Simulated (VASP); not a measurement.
# Pd (Fm-3m) in VASP: a series of runs, part 2 of 3

VASP 6.6.1. Earlier steps stand in the parts before.

**3. Single point, PBE+D4**

This run uses another cell than the first one, of 14.89 Å³/atom, 1.010 times its volume.

Input file INCAR:

```
PREC = Accurate
ENCUT = 520
EDIFF = 1E-7
ISMEAR = -1
SIGMA = 0.05
LREAL = False
LASPH = True
NELM = 100
ALGO = Normal
ISIF = 2
LWAVE = False
LCHARG = True
GGA = PE
IVDW = 13
LELF = True
LVHAR = True
NBANDS = 11
```

Input file KPOINTS:

```
regular mesh
0
Gamma
  12 12 12
```

Input file POSCAR:

```
Pd
1.0
    0.0000000000      1.9527641550      1.9527641550
    1.9527641550      0.0000000000      1.9527641550
    1.9527641550      1.9527641550      0.0000000000
Pd
1
Direct
    0.0000000000      0.0000000000      0.0000000000
```

Potentials or basis: VASP PAW PBE potentials, release 64 (Pd).

Command:

```
$ cat potpaw_PBE.64/Pd/POTCAR > POTCAR
$ mpirun -np 1 vasp_std > vasp.out
```

OUTCAR:

```text
PREC = Accurate
   ENCUT = 520
   EDIFF = 1E-7
   ISMEAR = -1
   LREAL = False
   LASPH = True
   NELM = 100
   ISIF = 2
   GGA = PE
   IVDW = 13

 ion  position               nearest neighbor table
   1  0.000  0.000  0.000-

  LATTYP: Found a face centered cubic cell.
 ALAT       =     3.9055283100

  Lattice vectors:

 A1 = (   0.0000000000,   1.9527641550,   1.9527641550)
 A2 = (   1.9527641550,   0.0000000000,   1.9527641550)
 A3 = (   1.9527641550,   1.9527641550,   0.0000000000)

Analysis of symmetry for initial positions (statically):
[... 33 lines left out ...]
                                     Primitive cell

  volume of cell :      14.8929

  direct lattice vectors                    reciprocal lattice vectors
     0.000000000  1.952764155  1.952764155    -0.256047305  0.256047305  0.256047305
     1.952764155  0.000000000  1.952764155     0.256047305 -0.256047305  0.256047305
     1.952764155  1.952764155  0.000000000     0.256047305  0.256047305 -0.256047305

  length of vectors
     2.761625552  2.761625552  2.761625552     0.443486942  0.443486942  0.443486942

  position of ions in fractional coordinates (direct lattice)
     0.000000000  0.000000000  0.000000000
[... 132 lines left out ...]

 k-point     1 :       0.0000    0.0000    0.0000
  band No.  band energies     occupation
      1       2.5558      2.00000
      2       6.8153      2.00000
      3       6.8153      2.00000
      4       6.8153      2.00000
      5       8.4005      2.00000
      6       8.4005      2.00000
      7      26.8088      0.00000
      8      31.5323      0.00000
      9      31.5323      0.00000
     10      31.5323      0.00000
     11      35.8460      0.00000
[... 309 lines left out ...]
 k-point    24 :      -0.4167    0.1667    0.0000
  band No.  band energies     occupation
      1       4.9966      2.00000
      2       6.3504      2.00000
      3       7.2989      2.00000
      4       7.7172      2.00000
      5       9.3606      1.97962
      6      13.2176      0.00000
      7      17.1379      0.00000
      8      25.3884      0.00000
      9      28.4295      0.00000
     10      29.4106      0.00000
     11      35.9351      0.00000

 [... further k-points ...]

------------------------ aborting loop because EDIFF is reached ----------------------------------------

  DFT-D4 for vdW energy calculation

  Edisp (eV):   -0.48808

  FORCE on cell =-STRESS in cart. coord.  units (eV):
  Direction    XX          YY          ZZ          XY          YZ          ZX
  --------------------------------------------------------------------------------------
  -------------------------------------------------------------------------------------
  Total      -0.02364    -0.02364    -0.02364     0.00000     0.00000     0.00000
  in kB      -2.54286    -2.54286    -2.54286     0.00000     0.00000     0.00000
  external pressure =       -2.54 kB  Pullay stress =        0.00 kB

 VOLUME and BASIS-vectors are now :
 -----------------------------------------------------------------------------
  energy-cutoff  :      520.00
  volume of cell :       14.89
      direct lattice vectors                 reciprocal lattice vectors
     0.000000000  1.952764155  1.952764155    -0.256047305  0.256047305  0.256047305
     1.952764155  0.000000000  1.952764155     0.256047305 -0.256047305  0.256047305
     1.952764155  1.952764155  0.000000000     0.256047305  0.256047305 -0.256047305

 POSITION                                       TOTAL-FORCE (eV/Angst)
 -----------------------------------------------------------------------------------
      0.00000      0.00000      0.00000        -0.000000     -0.000000     -0.000000
 -----------------------------------------------------------------------------------
    total drift:                               -0.000000      0.000000      0.000000

  FREE ENERGIE OF THE ION-ELECTRON SYSTEM (eV)
  ---------------------------------------------------
  free  energy   TOTEN  =        -5.7127213350 eV

  energy  without entropy=       -5.6928967582  energy(sigma->0) =       -5.70280905
```

stdout:

```text
POSCAR found type information on POSCAR Pd
 POSCAR found :  1 types and       1 ions
 scaLAPACK will be used
 LDA part: xc-table for (Slater+PW92), standard interpolation
 POSCAR, INCAR and KPOINTS ok, starting setup
 FFT: planning ... GRIDC
 FFT: planning ... GRID_SOFT
 FFT: planning ... GRID
 WAVECAR not read
 entering main loop
```

It took 26 s on 1 thread of Intel Xeon 8259CL, shared host; peak memory 0.15 GiB.

Results:

```
Free energy                : -5.7127 eV
Pressure                   : -0.3 GPa
Band gap on the k mesh     : zero (band 5 reaches 9.89 eV, above the bottom of band 6 at 8.34 eV)
Dispersion energy per atom : -0.488 eV
```

Caveat: pairwise dispersion overbinds metals, which lowers pressure and volume.

**4. Single point, BLYP+D4**

This run uses another cell than the first one, of 15.38 Å³/atom, 1.043 times its volume.

Input file INCAR:

```
  PREC = Accurate
  ENCUT = 520
  EDIFF = 1E-6
  ISMEAR = -1
  SIGMA = 0.05
  LREAL = False
  LASPH = True
  NELM = 60
  ALGO = Normal
  ISIF = 2
  LWAVE = False
  LCHARG = False
  GGA = B5
  ALDAX = 1.0
  AGGAX = 1.0
  AGGAC = 1.0
  ALDAC = 0.0
  IVDW = 13
  VDW_S6 = 1.0
  VDW_S8 = 2.34076671
  VDW_A1 = 0.44488865
  VDW_A2 = 4.0933009
  NBANDS = 11
```

Input file KPOINTS:

```
Automatic mesh
0
Gamma
  12 12 12
```

Input file POSCAR:

```
Pd
1.0
    0.0000000000      1.9738503512      1.9738503512
    1.9738503512      0.0000000000      1.9738503512
    1.9738503512      1.9738503512      0.0000000000
Pd
1
Direct
    0.0000000000      0.0000000000      0.0000000000
```

Potentials or basis: VASP PAW PBE potentials, release 64 (Pd).

Command:

```
$ cat potpaw_PBE.64/Pd/POTCAR > POTCAR
$ mpirun -np 1 vasp_std > vasp.out
```

OUTCAR:

```text
PREC = Accurate
   ENCUT = 520
   EDIFF = 1E-6
   ISMEAR = -1
   LREAL = False
   LASPH = True
   NELM = 60
   ISIF = 2
   GGA = B5
   IVDW = 13

 ion  position               nearest neighbor table
   1  0.000  0.000  0.000-

  LATTYP: Found a face centered cubic cell.
 ALAT       =     3.9477007024

  Lattice vectors:

 A1 = (   0.0000000000,   1.9738503512,   1.9738503512)
 A2 = (   1.9738503512,   0.0000000000,   1.9738503512)
 A3 = (   1.9738503512,   1.9738503512,   0.0000000000)

Analysis of symmetry for initial positions (statically):
=====================================================================
 Subroutine PRICEL returns:
 Original cell was already a primitive cell.

 Routine SETGRP: Setting up the symmetry group for a
 face centered cubic supercell.

 Subroutine GETGRP returns: Found 48 space group operations
 (whereof 48 operations were pure point group operations)
 out of a pool of 48 trial point group operations.

The static configuration has the point symmetry O_h .

Analysis of symmetry for dynamics (positions and initial velocities):
=====================================================================
 Subroutine PRICEL returns:
 Original cell was already a primitive cell.

 Routine SETGRP: Setting up the symmetry group for a
 face centered cubic supercell.

 Subroutine GETGRP returns: Found 48 space group operations
 (whereof 48 operations were pure point group operations)
 out of a pool of 48 trial point group operations.

The dynamic configuration has the point symmetry O_h .

 Subroutine INISYM returns: Found 48 space group operations
 (whereof 48 operations are pure point group operations),
 and found     1 'primitive' translations

----------------------------------------------------------------------------------------

                                     Primitive cell

[... 112 lines left out ...]
   LORBIT       =      0    0 simple, 1 ext, 2 COOP (PROOUT), +10 PAW based schemes
   GGA     = B5    functional components
   LHFCALC =     F    Hartree Fock is set to
   AEXX    =    0.0000 exact exchange contribution
   IVDW    =    13    specifies the selected vdW correction
   LEPSILON=     F    determine dielectric tensor
   LRPA    =     F    only Hartree local field effects (RPA)
 non-spin polarized calculation
  energy-cutoff  :      520.00
  volume of cell :       15.38
 maximum number of plane-waves:       432
 NGX is ok and might be reduce to    24
   NGX = 11   NGY = 11   NGZ = 11

 number of electron      10.0000000 magnetization

 Free energy of the ion-electron system (eV)
  ---------------------------------------------------
  ext. energy  EPLUGINS =         0.00000000
  ---------------------------------------------------
  free energy    TOTEN  =        -4.36349422 eV

  energy without entropy =       -4.34312219  energy(sigma->0) =       -4.35330821

 E-fermi :   9.5697     XC(G=0): -12.2959

 val. band max:        9.5677467886   @ k =   0.5000   0.0833   0.0000
 cond. band min:       9.5716882253   @ k =  -0.3333   0.4167   0.0833
 fundamental gap:      0.0039414367
 Fermi energy:         9.5696876711

 k-point     1 :       0.0000    0.0000    0.0000
  band No.  band energies     occupation
      1       2.9364      2.00000
      2       6.9263      2.00000
      3       6.9263      2.00000
      4       6.9263      2.00000
      5       8.4199      2.00000
      6       8.4199      2.00000
      7      27.0827      0.00000
      8      31.4400      0.00000
      9      31.4400      0.00000
     10      31.4400      0.00000
     11      35.6077      0.00000
[... 309 lines left out ...]
 k-point    24 :      -0.4167    0.1667    0.0000
  band No.  band energies     occupation
      1       5.2355      2.00000
      2       6.5108      2.00000
      3       7.3895      2.00000
      4       7.8672      2.00000
      5       9.3486      1.97626
      6      13.2971      0.00000
      7      16.9322      0.00000
      8      25.3550      0.00000
      9      28.3914      0.00000
     10      29.0829      0.00000
     11      35.6722      0.00000

 [... further k-points ...]

------------------------ aborting loop because EDIFF is reached ----------------------------------------

  DFT-D4 for vdW energy calculation

  Edisp (eV):   -0.90832

  FORCE on cell =-STRESS in cart. coord.  units (eV):
  Direction    XX          YY          ZZ          XY          YZ          ZX
  --------------------------------------------------------------------------------------
  -------------------------------------------------------------------------------------
  Total       0.03615     0.03615     0.03615     0.00000     0.00000    -0.00000
  in kB       3.76611     3.76611     3.76611     0.00000     0.00000    -0.00000
  external pressure =        3.77 kB  Pullay stress =        0.00 kB

 VOLUME and BASIS-vectors are now :
 -----------------------------------------------------------------------------
  energy-cutoff  :      520.00
  volume of cell :       15.38
      direct lattice vectors                 reciprocal lattice vectors
     0.000000000  1.973850351  1.973850351    -0.253312010  0.253312010  0.253312010
     1.973850351  0.000000000  1.973850351     0.253312010 -0.253312010  0.253312010
     1.973850351  1.973850351  0.000000000     0.253312010  0.253312010 -0.253312010

 POSITION                                       TOTAL-FORCE (eV/Angst)
 -----------------------------------------------------------------------------------
      0.00000      0.00000      0.00000         0.000000     -0.000000     -0.000000
 -----------------------------------------------------------------------------------
    total drift:                               -0.000000      0.000000     -0.000000

  FREE ENERGIE OF THE ION-ELECTRON SYSTEM (eV)
  ---------------------------------------------------
  free  energy   TOTEN  =        -5.2718177822 eV

  energy  without entropy=       -5.2514457502  energy(sigma->0) =       -5.26163177
```

OSZICAR:

```text
N       E                     dE             d eps       ncg     rms          rms(c)
DAV:   1     0.434643383255E+02    0.43464E+02   -0.51195E+03  1584   0.848E+02
DAV:   2    -0.403947728527E+01   -0.47504E+02   -0.46210E+02  1782   0.184E+02
DAV:   3    -0.460126951092E+01   -0.56179E+00   -0.56058E+00  1902   0.212E+01
DAV:   4    -0.460387158850E+01   -0.26021E-02   -0.26018E-02  1931   0.152E+00
DAV:   5    -0.460390154409E+01   -0.29956E-04   -0.29955E-04  2106   0.143E-01    0.662E+00
DAV:   6    -0.437403847239E+01    0.22986E+00   -0.98963E-01  1965   0.799E+00    0.312E+00
DAV:   7    -0.436661599363E+01    0.74225E-02   -0.14165E-02  2040   0.803E-01    0.166E+00
DAV:   8    -0.436349456677E+01    0.31214E-02   -0.11279E-03  1973   0.296E-01    0.461E-02
DAV:   9    -0.436349112205E+01    0.34447E-05   -0.85568E-05  2272   0.771E-02    0.162E-02
DAV:  10    -0.436349469944E+01   -0.35774E-05   -0.82133E-06  1905   0.267E-02    0.620E-03
DAV:  11    -0.436349422315E+01    0.47629E-06   -0.69417E-08  1316   0.260E-03
   1 F= -.52718178E+01 E0= -.52616318E+01  d E =-.203720E-01
```

stdout:

```text
POSCAR found type information on POSCAR Pd
 POSCAR found :  1 types and       1 ions
 scaLAPACK will be used
 -----------------------------------------------------------------------------
|                                                                             |
|                                                                             |
|     You enforced a specific xc type in the INCAR file but a different       |
|     I HOPE YOU KNOW WHAT YOU ARE DOING!                                     |
|                                                                             |
 -----------------------------------------------------------------------------

 LDA part: xc-table for (Slater(with rela. corr.)+VWN5), standard interpolation
 POSCAR, INCAR and KPOINTS ok, starting setup
 FFT: planning ... GRIDC
 FFT: planning ... GRID_SOFT
 FFT: planning ... GRID
 WAVECAR not read
 entering main loop
```

Wall time 28 s (1 thread of Intel Xeon 8259CL, shared host); peak memory 0.14 GiB.

Results:

| Quantity | Value |
| --- | --- |
| Free energy | -5.2718 eV |
| Pressure | 0.4 GPa |
| Band gap on the k mesh | zero (band 5 reaches 9.86 eV, above the bottom of band 6 at 8.37 eV) |
| Dispersion energy per atom | -0.908 eV |

Caveat: the PAW data sets were made with another functional, which shifts forces and pressure a little; pairwise dispersion overbinds metals, which lowers pressure and volume.

(Continued in part 3 of 3.)
